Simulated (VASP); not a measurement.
# KF (wurtzite type) (P6_3mc) in VASP: relaxation of cell and atoms with PBE

Aim: the relaxation of cell and atoms of KF (wurtzite type) with PBE.

All numbers are computed with VASP 6.6.1; they aren't measurements. Logs are shortened: lines on timing, memory, paths and dates and some standing lists are left out, and cuts for length are marked.

## Step 1: The cell of the first run

Symmetry: P6_3mc, No. 186, hexagonal system. Conventional cell: a = 3.779 Å, b = 3.779 Å, c = 6.159 Å, α = 90.00°, β = 90.00°, γ = 120.00°. K (site symmetry 3m) has 4 F at 2.31 to 2.32 Å within 3.1 Å. Within 3.1 Å of F (site symmetry 3m) lie 4 K at 2.31 to 2.32 Å.

## Step 2: Relaxation of cell and atoms, PBE, target pressure 7.7 GPa, at which the enthalpy is minimised

The input, INCAR:

```
SYSTEM = KF
  PREC = Accurate
  ENCUT = 600
  EDIFF = 1E-7
  ISMEAR = -1
  SIGMA = 0.05
  LREAL = .False.
  LASPH = .True.
  NELM = 80
  ALGO = Normal
  ISIF = 3
  LWAVE = .False.
  LCHARG = .False.
  GGA = PE
  IBRION = 2
  NSW = 60
  EDIFFG = -0.005
  PSTRESS = 77.0
```

The input, KPOINTS:

```
regular mesh
0
Gamma
  10 10 6
  0 0 0
```

The input, POSCAR:

```
KF
1.0
    3.7785201792      0.0000000000      0.0000000000
   -1.8892600896      3.2722944639      0.0000000000
    0.0000000000      0.0000000000      6.1589878921
K F
2 2
Direct
    0.3333333333      0.6666666667      0.0000000000
    0.6666666667      0.3333333333      0.5000000000
    0.3333333333      0.6666666667      0.3760000000
    0.6666666667      0.3333333333      0.8760000000
```

Potentials or basis: VASP PAW PBE potentials, release 64 (K_sv, F).

Run with:

```console
$ cat potpaw_PBE.64/K_sv/POTCAR potpaw_PBE.64/F/POTCAR > POTCAR
$ mpirun -np 1 vasp_std > vasp.out
```

OUTCAR:

```text
SYSTEM = KF
   PREC = Accurate
   ENCUT = 600
   EDIFF = 1E-7
   ISMEAR = -1
   LREAL = .False.
   LASPH = .True.
   NELM = 80
   ISIF = 3
   GGA = PE
   IBRION = 2
   NSW = 60
   EDIFFG = -0.005
   PSTRESS = 77.0

 ion  position               nearest neighbor table
   1  0.333  0.667  0.000-   4 2.31   4 2.31   4 2.31   3 2.32   2 3.77   2 3.77   2 3.77   2 3.77
                             2 3.77   2 3.77
   2  0.667  0.333  0.500-   3 2.31   3 2.31   3 2.31   4 2.32   1 3.77   1 3.77   1 3.77   1 3.77
                             1 3.77   1 3.77
   3  0.333  0.667  0.376-   2 2.31   2 2.31   2 2.31   1 2.32
   4  0.667  0.333  0.876-   1 2.31   1 2.31   1 2.31   2 2.32

  LATTYP: Found a hexagonal cell.
 ALAT       =     3.7785201792
 C/A-ratio  =     1.6300000000

  Lattice vectors:

 A1 = (   3.7785201792,   0.0000000000,   0.0000000000)
 A2 = (  -1.8892600896,   3.2722944639,   0.0000000000)
 A3 = (   0.0000000000,   0.0000000000,   6.1589878921)

Analysis of symmetry for initial positions (statically):
=====================================================================
 Subroutine PRICEL returns:
 Original cell was already a primitive cell.

 Routine SETGRP: Setting up the symmetry group for a
 hexagonal supercell.

 Subroutine GETGRP returns: Found 12 space group operations
 (whereof  6 operations were pure point group operations)
 out of a pool of 24 trial point group operations.

The static configuration has the point symmetry C_3v.
 The point group associated with its full space group is C_6v.

Analysis of symmetry for dynamics (positions and initial velocities):
=====================================================================
 Subroutine PRICEL returns:
 Original cell was already a primitive cell.

 Routine SETGRP: Setting up the symmetry group for a
 hexagonal supercell.

 Subroutine GETGRP returns: Found 12 space group operations
 (whereof  6 operations were pure point group operations)
 out of a pool of 24 trial point group operations.

The dynamic configuration has the point symmetry C_3v.
 The point group associated with its full space group is C_6v.

 Subroutine INISYM returns: Found 12 space group operations
 (whereof  6 operations are pure point group operations),
 and found     1 'primitive' translations

----------------------------------------------------------------------------------------

                                     Primitive cell

  volume of cell :      76.1524

  direct lattice vectors                    reciprocal lattice vectors
     3.778520179  0.000000000  0.000000000     0.264653873  0.152797985  0.000000000
    -1.889260090  3.272294464  0.000000000     0.000000000  0.305595970  0.000000000
     0.000000000  0.000000000  6.158987892     0.000000000  0.000000000  0.162364339

  length of vectors
     3.778520179  3.778520179  6.158987892     0.305595970  0.305595970  0.162364339

  position of ions in fractional coordinates (direct lattice)
     0.333333333  0.666666667  0.000000000
     0.666666667  0.333333333  0.500000000
     0.333333333  0.666666667  0.376000000
     0.666666667  0.333333333  0.876000000

  ion indices of the primitive-cell ions
   primitive index   ion index
                 1           1
                 2           2
                 3           3
                 4           4

----------------------------------------------------------------------------------------

 KPOINTS: regular mesh

Automatic generation of k-mesh.
 Grid dimensions read from file:
 generate k-points for:   10   10    6

 Generating k-lattice:

  Cartesian coordinates                     Fractional coordinates (reciprocal lattice)
     0.026465387  0.015279798  0.000000000     0.100000000 -0.000000000  0.000000000
     0.000000000  0.030559597  0.000000000     0.000000000  0.100000000  0.000000000
     0.000000000  0.000000000  0.027060723     0.000000000  0.000000000  0.166666667

  Length of vectors
     0.030559597  0.030559597  0.027060723

  Shift w.r.t. Gamma in fractional coordinates (k-lattice)
     0.000000000  0.000000000  0.000000000

 Subroutine IBZKPT returns following result:
 ===========================================

 Found     56 irreducible k-points:

 Following reciprocal coordinates:
            Coordinates               Weight
  0.000000  0.000000  0.000000      1.000000
  0.100000  0.000000  0.000000      6.000000
  0.200000  0.000000  0.000000      6.000000
  0.300000 -0.000000  0.000000      6.000000
  0.400000 -0.000000  0.000000      6.000000
  0.500000 -0.000000  0.000000      3.000000
[... 16 lines left out ...]
  0.300000  0.100000  0.166667     24.000000
  0.400000  0.100000  0.166667     24.000000
 [... further k-points ...]
   k-points           NKPTS =     56   k-points in BZ     NKDIM =     56   number of bands    NBANDS=     20
   number of dos      NEDOS =    301   number of ions     NIONS =      4
   total plane-waves  NPLWV =  45000
   dimension x,y,z NGX =    30 NGY =   30 NGZ =   50
   dimension x,y,z NGXF=    60 NGYF=   60 NGZF=  100
   ions per type =               2   2
   NGX,Y,Z   is equivalent  to a cutoff of  13.20, 13.20, 13.50 a.u.
   NGXF,Y,Z  is equivalent  to a cutoff of  26.40, 26.40, 26.99 a.u.
 SYSTEM =  KF
   PREC   = accura    normal or accurate (medium, high low for compatibility)
   ISTART =      0    job   : 0-new  1-cont  2-samecut
   ICHARG =      2    charge: 1-file 2-atom 10-const
   ISPIN  =      1    spin polarized calculation?
   LNONCOLLINEAR =      F non collinear calculations
   LSORBIT =      F    spin-orbit coupling
   LASPH  =      T    aspherical Exc in radial PAW
   ENCUT  =  600.0 eV  44.10 Ry    6.64 a.u.   7.55  7.55 12.30*2*pi/ulx,y,z
   NELM   =     80;   NELMIN=  2; NELMDL= -5     # of ELM steps
   EDIFF  = 0.1E-06   stopping-criterion for ELM
   LREAL  =      F    real-space projection
   EDIFFG = -.5E-02   stopping-criterion for IOM
   NSW    =     60    number of steps for IOM
   IBRION =      2    ionic relax: 0-MD 1-quasi-New 2-CG
   NFREE  =      1    steps in history (QN), initial steepest desc. (CG)
   ISIF   =      3    stress and relaxation
   ISYM   =      2    0-nonsym 1-usesym 2-fastsym
   POTIM  = 0.5000    time-step for ionic-motion
   TEBEG  =    0.0;   TEEND  =   0.0 temperature during run
   PSTRESS=   77.0 pullay stress
   NELECT =      32.0000    total number of electrons
   NUPDOWN=      -1.0000    fix difference up-down
   EMIN   =  10.00;   EMAX   =-10.00  energy-range for DOS
   EFERMI =   0.00;   METHOD = LEGACY
   ISMEAR =    -1;   SIGMA  =   0.05  broadening in eV -4-tet -1-fermi 0-gaus
   EFERMI_NEDOS =   21; number of points for ismear=-14 and -15
   IALGO  =     38    algorithm
   IMIX   =      4    mixing-type and parameters
     AMIX     =   0.40;   BMIX     =  1.00
     AMIX_MAG =   1.60;   BMIX_MAG =  1.00
  volume/ion in A,a.u.               =      19.04       128.48
  Fermi-wavevector in a.u.,A,eV,Ry     =   1.226207  2.317195 20.457485  1.503583
  Thomas-Fermi vector in A             =   2.361216
   LORBIT       =      0    0 simple, 1 ext, 2 COOP (PROOUT), +10 PAW based schemes
   GGA     = PE    functional components
   LHFCALC =     F    Hartree Fock is set to
   AEXX    =    0.0000 exact exchange contribution
   IVDW    =     0    specifies the selected vdW correction
   LEPSILON=     F    determine dielectric tensor
   LRPA    =     F    only Hartree local field effects (RPA)
 conjugate gradient relaxation of ions
 non-spin polarized calculation
  energy-cutoff  :      600.00
  volume of cell :       76.15
 maximum number of plane-waves:      2575
   NGX = 15   NGY = 15   NGZ = 25

--------------------------------------- Ionic step        1  -------------------------------------------

 number of electron      32.0000023 magnetization

 Free energy of the ion-electron system (eV)
  ---------------------------------------------------
  ext. energy  EPLUGINS =         0.00000000
  ---------------------------------------------------
  free energy    TOTEN  =       -15.29030304 eV

  energy without entropy =      -15.29030304  energy(sigma->0) =      -15.29030304

------------------------ aborting loop because EDIFF is reached ----------------------------------------

  FORCE on cell =-STRESS in cart. coord.  units (eV):
  Direction    XX          YY          ZZ          XY          YZ          ZX
  --------------------------------------------------------------------------------------
  -------------------------------------------------------------------------------------
  Total        7.0082836      7.0082836      6.6015805      0.0000000      0.0000000      0.0000000
  in kB      147.4479630    147.4479630    138.8912970      0.0000000      0.0000000      0.0000000
  external PRESSURE =      67.5957410 kB  Pullay stress =      77.0000000 kB
[... 99 lines left out ...]
  FREE ENERGIE OF THE ION-ELECTRON SYSTEM (eV)
  ---------------------------------------------------
  free  energy   TOTEN  =       -15.8607256915 eV

  energy  without entropy=      -15.8607256915  energy(sigma->0) =      -15.86072569

  enthalpy is  TOTEN    =       -11.7949571859 eV   P V=        4.0657685056

 E-fermi :   1.8723     XC(G=0):  -8.0797

 val. band max:        0.9693343724   @ k =   0.0000   0.0000   0.0000
 cond. band min:       2.5842883900   @ k =   0.0000   0.0000   0.0000
 fundamental gap:      1.6149540177
 Fermi energy:         1.8723328121

 k-point     1 :       0.0000    0.0000    0.0000
  band No.  band energies     occupation
      1     -28.3809      2.00000
      2     -27.8821      2.00000
      3     -21.6866      2.00000
      4     -21.3062      2.00000
      5     -13.0141      2.00000
      6     -12.5196      2.00000
[... 12 lines left out ...]
     19       7.4516      0.00000
[... 513 lines left out ...]
      4     -21.8414      2.00000
      5     -12.1194      2.00000
      6     -11.9582      2.00000
[... 12 lines left out ...]
     19       8.3553      0.00000
     20       8.5536      0.00000

 [... further k-points ...]

[... ionic steps 4 to 50 ...]

--------------------------------------- Ionic step       51  -------------------------------------------

 number of electron      31.9999979 magnetization

------------------------ aborting loop because EDIFF is reached ----------------------------------------

  FORCE on cell =-STRESS in cart. coord.  units (eV):
  Direction    XX          YY          ZZ          XY          YZ          ZX
  --------------------------------------------------------------------------------------
  -------------------------------------------------------------------------------------
  Total        3.7468192      3.7468192      3.7877149     -0.0000000      0.0000000      0.0000000
  in kB       76.3175269     76.3175269     77.1505162     -0.0000000      0.0000000      0.0000000
  external PRESSURE =      -0.4048100 kB  Pullay stress =      77.0000000 kB
[... 65 lines left out ...]
  enthalpy is  TOTEN    =       -12.3038629737 eV   P V=        3.7808689837

--------------------------------------- Ionic step       53  -------------------------------------------

 number of electron      31.9999979 magnetization

 Free energy of the ion-electron system (eV)
  ---------------------------------------------------
  ext. energy  EPLUGINS =         0.00000000
  ---------------------------------------------------
  free energy    TOTEN  =       -16.08291365 eV

  energy without entropy =      -16.08291365  energy(sigma->0) =      -16.08291365

 E-fermi :  -1.8252     XC(G=0):  -8.0603

 val. band max:       -2.9627116103   @ k =   0.0000   0.0000   0.0000
 cond. band min:       2.9429222911   @ k =   0.0000   0.0000   0.0000
 fundamental gap:      5.9056339014
 Fermi energy:        -1.8252368193

 k-point     1 :       0.0000    0.0000    0.0000
  band No.  band energies     occupation
      1     -28.7343      2.00000
      2     -28.5146      2.00000
      3     -21.7709      2.00000
      4     -21.6872      2.00000
      5     -12.6829      2.00000
      6     -12.2949      2.00000
[... 12 lines left out ...]
     19       7.9867      0.00000
[... 513 lines left out ...]
      4     -21.8478      2.00000
      5     -12.4485      2.00000
      6     -12.3269      2.00000
[... 12 lines left out ...]
     19       7.3395      0.00000
     20       7.7422      0.00000

 [... further k-points ...]

------------------------ aborting loop because EDIFF is reached ----------------------------------------

  FORCE on cell =-STRESS in cart. coord.  units (eV):
  Direction    XX          YY          ZZ          XY          YZ          ZX
  --------------------------------------------------------------------------------------
  -------------------------------------------------------------------------------------
  Total        3.7641007      3.7641007      3.7670386     -0.0000000      0.0000000      0.0000000
  in kB       76.6959724     76.6959724     76.7558351     -0.0000000      0.0000000      0.0000000
  external PRESSURE =      -0.2840733 kB  Pullay stress =      77.0000000 kB
[... 19 lines left out ...]
  FREE ENERGIE OF THE ION-ELECTRON SYSTEM (eV)
  ---------------------------------------------------
  free  energy   TOTEN  =       -16.0829136506 eV

  energy  without entropy=      -16.0829136505  energy(sigma->0) =      -16.08291365

  enthalpy is  TOTEN    =       -12.3038918468 eV   P V=        3.7790218039

 reached required accuracy - stopping structural energy minimisation
```

Wall time 71 min (1 thread of Intel Xeon 8259CL, shared host); peak memory 0.29 GiB.

What came out:

```yaml
Free_energy: -16.0829 eV
Relaxed_volume: 19.66 Å³/atom
Relaxed_cell: a = 4.232 Å, b = 4.232 Å, c = 5.070 Å, α = 90.00°, β = 90.00°, γ = 120.00°
Space_group_after_relaxing_to_0.1_Å: P6_3/mmc (No. 194)
Energy_change_on_relaxing_the_run_minimises_the_enthalpy: -198.2 meV/atom
Ionic_steps: 53
Pressure_after_relaxing: 7.7 GPa
Largest_force_after_relaxing: 0.004 eV/Å
Band_gap_on_the_k_mesh: 5.91 eV
```

Forces in eV/Å, atoms in the order of the input:
```
K    0.000  0.000 -0.004
K    0.000  0.000 -0.004
F    0.000  0.000  0.004
F    0.000  0.000  0.004
```

The path:
| step | energy change (eV) | largest force (eV/Å) | pressure (GPa) | volume (Å³) |
| --- | --- | --- | --- | --- |
| 1 | 0.0000 | 0.0193 | 14.46 | 76.15 |
| 3 | -0.5704 | 0.0495 | 7.70 | 84.60 |
| 5 | -0.5800 | 0.0557 | 7.59 | 84.78 |
| 7 | -0.5918 | 0.1163 | 7.53 | 84.77 |
| 9 | -0.6638 | 0.4640 | 6.91 | 84.23 |
| 11 | 7.8081 | 10.0015 | 54.96 | 73.05 |
| 13 | 0.5737 | 2.4501 | 15.56 | 78.43 |
| 15 | 0.1448 | 2.8728 | 12.16 | 80.23 |
| 17 | 0.0559 | 2.8311 | 11.44 | 80.83 |
| 19 | 0.0559 | 2.8307 | 11.44 | 80.83 |
| 21 | 0.0556 | 2.8286 | 11.44 | 80.83 |
| 23 | 0.0547 | 2.8204 | 11.43 | 80.83 |
| 25 | 0.0528 | 2.7858 | 11.39 | 80.84 |
| 27 | 0.0533 | 2.7742 | 11.39 | 80.84 |
| 29 | 0.0487 | 2.7642 | 11.36 | 80.85 |
| 31 | 0.0284 | 2.7198 | 11.24 | 80.88 |
| 33 | -0.0501 | 2.5478 | 10.76 | 81.02 |
| 35 | -0.3193 | 1.9459 | 9.07 | 81.58 |
| 37 | -0.8886 | 0.5405 | 4.96 | 83.71 |
| 39 | -0.9929 | 0.2023 | 3.91 | 84.81 |
| 41 | -0.8914 | 0.1646 | 5.96 | 81.21 |
| 43 | -0.7804 | 0.1304 | 7.79 | 78.53 |
| 45 | -0.7759 | 0.1162 | 7.87 | 78.40 |
| 47 | -0.7789 | 0.0151 | 7.89 | 78.36 |
| 49 | -0.7894 | 0.0108 | 7.72 | 78.57 |
| 51 | -0.7939 | 0.0080 | 7.66 | 78.66 |
| 53 | -0.7926 | 0.0044 | 7.67 | 78.63 |

Final structure:
```cif
data_structure
_symmetry_space_group_name_H-M 'P 1'
_symmetry_Int_Tables_number 1
_cell_length_a 4.2320
_cell_length_b 4.2320
_cell_length_c 5.0697
_cell_angle_alpha 90.000
_cell_angle_beta 90.000
_cell_angle_gamma 120.000
_cell_volume 78.63
loop_
_atom_site_label
_atom_site_type_symbol
_atom_site_fract_x
_atom_site_fract_y
_atom_site_fract_z
_atom_site_occupancy
K1 K 0.33333 0.66667 0.93813 1
K2 K 0.66667 0.33333 0.43813 1
F1 F 0.33333 0.66667 0.43787 1
F2 F 0.66667 0.33333 0.93787 1
```

Caveat: the cell is relaxed towards a set pressure, so the run minimises the enthalpy, not the energy; a cell axis changed by over 15 % at a fixed basis, so the end point is rough. A k mesh can miss the band edges.
